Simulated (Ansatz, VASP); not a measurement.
**One calculation of BN, two programs**

```xyz
4
Lattice="2.5025 0.0000 0.0000 -1.2512 2.1672 0.0000 0.0000 0.0000 4.2103" Properties=species:S:1:pos:R:3 pbc="T T T"
B     0.0000    1.4448    0.0003
B     1.2512    0.7224    2.1055
N     0.0000    1.4448    1.5743
N     1.2512    0.7224    3.6795
```

Change from the starting cell: strained cell.

Alike in both runs: task relaxation of the atoms; functional PBEsol; k mesh 9 × 9 × 6; occupations gaussian, width 0.02 eV; no spin polarisation.

|  | VASP | Ansatz |
| --- | --- | --- |
| version | VASP 6.6.1 | Ansatz 0.2.0 |
| potentials or method | VASP PAW PBE potentials, release 64 (B, N), cutoff 520 eV | scalar-relativistic, plane waves, PAW |
| valence electrons in the cell | 16 | 16 |

Ansatz gave:

```
gap on the k mesh at the Fermi level, each at its own relaxed structure (eV) : 4.80
```

Question: What did VASP give for the same quantities?

Answer: gap on the k mesh at the Fermi level, each at its own relaxed structure (eV): 4.78.

VASP's potentials were made for PBE, not for PBEsol, and Ansatz warns of the same on its side. Ansatz's warnings: stress scf threshold loose.
